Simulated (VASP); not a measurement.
# ZrS (Immm) in VASP: a series of runs, part 2 of 2

VASP 6.6.1.

### 4 Single point, r2SCAN (strain +0.0375 x Voigt [0, 0, 0, 1, 0, 0])

Contents of POSCAR:

```
ZrS
1.0
    0.0000000000      2.6742187500      2.6742187500
    2.6250000000      0.0492187500      2.6250000000
    2.6250000000      2.6250000000      0.0492187500
Zr S
1 1
Direct
    0.0000000000      0.0000000000      0.0000000000
    0.5000000000      0.5000000000      0.5000000000
```

Contents of INCAR.step1:

```
PREC = Accurate
ENCUT = 520
ISMEAR = 0
SIGMA = 0.15
LREAL = F
LASPH = T
NELM = 80
NBANDS = 16
GGA = PE
ALGO = Normal
EDIFF = 1E-4
LWAVE = T
LCHARG = F
```

Contents of INCAR.step2:

```
PREC = Accurate
ENCUT = 520
EDIFF = 1E-6
ISMEAR = 0
SIGMA = 0.15
LREAL = F
LASPH = T
NELM = 80
ALGO = Normal
ISIF = 2
LWAVE = F
LCHARG = F
METAGGA = R2SCAN
LMIXTAU = T
NBANDS = 16
ISTART = 1
```

Contents of KPOINTS:

```
regular mesh
0
Gamma
  16 16 16
```

Potentials or basis: VASP PAW PBE potentials, release 64 (Zr_sv, S).

Launch:

```console
> cat potpaw_PBE.64/Zr_sv/POTCAR potpaw_PBE.64/S/POTCAR > POTCAR
> cp INCAR.step1 INCAR
> mpirun -np 1 vasp_std > vasp.out
> cp INCAR.step2 INCAR
> mpirun -np 1 vasp_std > vasp.out
```

OUTCAR:

```text
PREC = Accurate
   ENCUT = 520
   EDIFF = 1E-6
   ISMEAR = 0
   LREAL = F
   LASPH = T
   NELM = 80
   ISIF = 2
   METAGGA = R2SCAN
   ISTART = 1

 ion  position               nearest neighbor table
   1  0.000  0.000  0.000-   2 2.62   2 2.62   2 2.63   2 2.63   2 2.63   2 2.63
   2  0.500  0.500  0.500-   1 2.62   1 2.62   1 2.63   1 2.63   1 2.63   1 2.63

  LATTYP: Found a body centered orthorhombic cell.
 ALAT       =     3.6427047775
 B/A-ratio  =     1.0382165605
 C/A-ratio  =     1.4412367515

  Lattice vectors:

 A1 = (  -2.6250000000,   2.6250000000,   0.0492187500)
 A2 = (  -2.6250000000,  -2.6250000000,  -0.0492187500)
 A3 = (   2.6250000000,   0.0492187500,   2.6250000000)

Analysis of symmetry for initial positions (statically):
=====================================================================
 Subroutine PRICEL returns:
 Original cell was already a primitive cell.

 Routine SETGRP: Setting up the symmetry group for a
 body centered orthorhombic supercell.

 Subroutine GETGRP returns: Found  8 space group operations
 (whereof  8 operations were pure point group operations)
 out of a pool of  8 trial point group operations.

The static configuration has the point symmetry D_2h.

Analysis of symmetry for dynamics (positions and initial velocities):
=====================================================================
 Subroutine PRICEL returns:
 Original cell was already a primitive cell.

 Routine SETGRP: Setting up the symmetry group for a
 body centered orthorhombic supercell.

 Subroutine GETGRP returns: Found  8 space group operations
 (whereof  8 operations were pure point group operations)
 out of a pool of  8 trial point group operations.

[... 113 lines left out ...]
   EMIN   =  10.00;   EMAX   =-10.00  energy-range for DOS
   EFERMI =   0.00;   METHOD = LEGACY
   ISMEAR =     0;   SIGMA  =   0.15  broadening in eV -4-tet -1-fermi 0-gaus
   EFERMI_NEDOS =   21; number of points for ismear=-14 and -15
   IALGO  =     38    algorithm
   IMIX   =      4    mixing-type and parameters
     AMIX     =   0.40;   BMIX     =  1.00
     AMIX_MAG =   1.60;   BMIX_MAG =  1.00
  volume/ion in A,a.u.               =      18.08       122.02
  Fermi-wavevector in a.u.,A,eV,Ry     =   1.297410  2.451750 22.902318  1.683273
  Thomas-Fermi vector in A             =   2.428804
   LORBIT       =      0    0 simple, 1 ext, 2 COOP (PROOUT), +10 PAW based schemes
   METAGGA = R2SCAN    functional components
   LHFCALC =     F    Hartree Fock is set to
   AEXX    =    0.0000 exact exchange contribution
   IVDW    =     0    specifies the selected vdW correction
   LEPSILON=     F    determine dielectric tensor
   LRPA    =     F    only Hartree local field effects (RPA)
 non-spin polarized calculation
 Gauss-broadening in eV      SIGMA  =   0.15
  energy-cutoff  :      520.00
  volume of cell :       36.16
 maximum number of plane-waves:       991
   NGX = 13   NGY = 13   NGZ = 13

 number of electron      18.0000000 magnetization

 Free energy of the ion-electron system (eV)
  ---------------------------------------------------
  ext. energy  EPLUGINS =         0.00000000
  ---------------------------------------------------
  free energy    TOTEN  =       -33.88473738 eV

  energy without entropy =      -33.87044401  energy(sigma->0) =      -33.87759070

 E-fermi :  10.9412     XC(G=0): -11.9666

 val. band max:       10.9395945564   @ k =  -0.2500   0.5000   0.2500
 cond. band min:      10.9417696456   @ k =   0.4375  -0.2500   0.1875
 fundamental gap:      0.0021750892
 Fermi energy:        10.9412186298

 k-point     1 :       0.0000    0.0000    0.0000
  band No.  band energies     occupation
      1     -40.9359      2.00000
      2     -18.2379      2.00000
      3     -18.2191      2.00000
      4     -18.1900      2.00000
      5      -5.8589      2.00000
      6       6.8547      2.00000
[... 433 lines left out ...]
      3     -18.2338      2.00000
      4     -18.2037      2.00000
      5      -5.5568      2.00000
      6       5.4478      2.00000
[... 8 lines left out ...]
     15      19.4208      0.00000
     16      21.5637      0.00000

 [... further k-points ...]

------------------------ aborting loop because EDIFF is reached ----------------------------------------

  FORCE on cell =-STRESS in cart. coord.  units (eV):
  Direction    XX          YY          ZZ          XY          YZ          ZX
  --------------------------------------------------------------------------------------
  -------------------------------------------------------------------------------------
  Total       -0.4656963     -0.4250261     -0.4250261      0.0000000     -0.2494407      0.0000000
  in kB      -20.6323244    -18.8304615    -18.8304615      0.0000000    -11.0512824      0.0000000
  external PRESSURE =     -19.4310825 kB  Pullay stress =       0.0000000 kB

 VOLUME and BASIS-vectors are now :
 -----------------------------------------------------------------------------
  energy-cutoff  :      520.00
  volume of cell :       36.16
      direct lattice vectors                 reciprocal lattice vectors
     0.000000000  2.674218750  2.674218750    -0.190476190  0.186970494  0.186970494
     2.625000000  0.049218750  2.625000000     0.190476190 -0.194115863  0.194115863
     2.625000000  2.625000000  0.049218750     0.190476190  0.194115863 -0.194115863

 POSITION                                       TOTAL-FORCE (eV/Angst)
 -----------------------------------------------------------------------------------
      0.00000      0.00000      0.00000        -0.000000     -0.000000      0.000000
      2.62500      2.67422      2.67422         0.000000      0.000000     -0.000000
 -----------------------------------------------------------------------------------
    total drift:                                0.000000      0.000000      0.000000

  FREE ENERGIE OF THE ION-ELECTRON SYSTEM (eV)
  ---------------------------------------------------
  free  energy   TOTEN  =       -33.8847373844 eV

  energy  without entropy=      -33.8704440142  energy(sigma->0) =      -33.87759070
```

Wall time 32 min (1 thread of Oxide Virtual Turin-like, shared host); peak memory 0.42 GiB.

What came out:

* Free energy: -33.8847 eV
* Pressure: -1.9 GPa
* Band gap on the k mesh: zero (bands 9 and 10 overlap by 2.87 eV)

Stress tensor (GPa, compression positive):
```
-2.06  0.00  0.00
 0.00 -1.88 -1.11
 0.00 -1.11 -1.88
```

Levels at points of the mesh, in eV from the Fermi level:
| k point | band 7 | band 8 | band 9 | band 10 | band 11 | band 12 |
| --- | --- | --- | --- | --- | --- | --- |
| (0.00, 0.00, 0.00) | -3.99 | -3.87 | -1.62 | -1.45 | -1.22 | -0.68 |
| (0.50, 0.00, 0.00) | -6.44 | -6.24 | 1.22 | 1.57 | 1.84 | 2.17 |
| (0.00, 0.50, 0.00) | -6.61 | -6.43 | 1.42 | 1.55 | 2.02 | 2.04 |
| (0.50, 0.50, 0.00) | -4.96 | -4.95 | -3.53 | 0.52 | 2.29 | 2.38 |
| (0.00, 0.50, 0.50) | -5.11 | -4.79 | -3.53 | 0.56 | 2.38 | 2.39 |

Caveat: the cell differs from its parent crystal (strain +0.0375 x Voigt [0, 0, 0, 1, 0, 0]); the PAW data sets were made with another functional, which shifts forces and pressure a little.

### 5 Single point, r2SCAN (strain +0.0125 x Voigt [0, 0, 0, 1, 0, 0])

Contents of POSCAR:

```
ZrS
1.0
    0.0000000000      2.6414062500      2.6414062500
    2.6250000000      0.0164062500      2.6250000000
    2.6250000000      2.6250000000      0.0164062500
Zr S
1 1
Direct
    0.0000000000      0.0000000000      0.0000000000
    0.5000000000      0.5000000000      0.5000000000
```

Contents of INCAR.step1:

```
PREC     = Accurate       # precision mode
ENCUT    = 520            # plane-wave cutoff, eV
ISMEAR   = 0              # smearing method
SIGMA    = 0.15           # smearing width, eV
LREAL    = F              # projectors in reciprocal space
LASPH    = T              # aspherical terms in the spheres
NELM     = 100            # most SCF steps
NBANDS   = 16             # bands
GGA      = PE             # functional
ALGO     = Normal         # electronic algorithm
EDIFF    = 1E-4           # SCF threshold, eV
LWAVE    = T              # write WAVECAR
LCHARG   = F              # write CHGCAR
```

Contents of INCAR.step2:

```
PREC     = Accurate       # precision mode
ENCUT    = 520            # plane-wave cutoff, eV
EDIFF    = 1E-7           # SCF threshold, eV
ISMEAR   = 0              # smearing method
SIGMA    = 0.15           # smearing width, eV
LREAL    = F              # projectors in reciprocal space
LASPH    = T              # aspherical terms in the spheres
NELM     = 100            # most SCF steps
ALGO     = Normal         # electronic algorithm
ISIF     = 2              # what is computed and relaxed
LWAVE    = F              # write WAVECAR
LCHARG   = F              # write CHGCAR
METAGGA  = R2SCAN         # meta-GGA
LMIXTAU  = T            
NBANDS   = 16             # bands
ISTART   = 1
```

KPOINTS is that of step 4.

Launch:

```console
> cat potpaw_PBE.64/Zr_sv/POTCAR potpaw_PBE.64/S/POTCAR > POTCAR
> cp INCAR.step1 INCAR
> mpirun -np 1 vasp_std > vasp.out
> cp INCAR.step2 INCAR
> mpirun -np 1 vasp_std > vasp.out
```

It took 35 min on 1 thread of Oxide Virtual Turin-like, shared host; peak memory 0.42 GiB.

It converged, with:

| Quantity | Value |
| --- | --- |
| Free energy | -33.8888 eV |
| Pressure | -2.0 GPa |
| Band gap on the k mesh | zero (bands 9 and 10 overlap by 2.89 eV) |

Stress tensor (GPa, compression positive):
```
-2.03  0.00  0.00
 0.00 -2.00 -0.39
 0.00 -0.39 -2.00
```

Levels at points of the mesh, in eV from the Fermi level:
```csv
k point,band 7,band 8,band 9,band 10,band 11,band 12
"(0.00, 0.00, 0.00)",-3.99,-3.96,-1.50,-1.43,-1.36,-0.69
"(0.50, 0.00, 0.00)",-6.44,-6.38,1.41,1.51,1.82,2.11
"(0.00, 0.50, 0.00)",-6.50,-6.44,1.46,1.53,1.87,2.06
"(0.50, 0.50, 0.00)",-4.96,-4.96,-3.54,0.53,2.37,2.38
"(0.00, 0.50, 0.50)",-5.01,-4.91,-3.54,0.53,2.38,2.38
```

Caveat: the cell differs from its parent crystal (strain +0.0125 x Voigt [0, 0, 0, 1, 0, 0]); the PAW data sets were made with another functional, which shifts forces and pressure a little.

### 6 Summary

| cell | gap on the mesh (eV) | pressure (GPa) |
| --- | --- | --- |
| a = 3.620, b = 3.713, c = 3.713 Å, angles 61.7, 60.8, 60.8°, 2 atoms | none | -1.9 |
| a = 3.759, b = 3.712, c = 3.712 Å, angles 59.2, 59.6, 59.6°, 2 atoms | none | -2.0 |
| a = 3.782, b = 3.713, c = 3.713 Å, angles 58.8, 59.4, 59.4°, 2 atoms | none | -1.9 |
| a = 3.736, b = 3.712, c = 3.712 Å, angles 59.6, 59.8, 59.8°, 2 atoms | none | -2.0 |

Alike in all rows: task single point; level r2SCAN; potentials or basis VASP PAW PBE potentials, release 64 (Zr_sv, S); no spin polarisation; k mesh 16 × 16 × 16; cutoff (eV) 520; smearing gaussian 0.15 eV.

Caveats: the PAW data sets were made with another functional, which shifts forces and pressure a little.

Absolute energies hang on the potentials; compare differences alone.
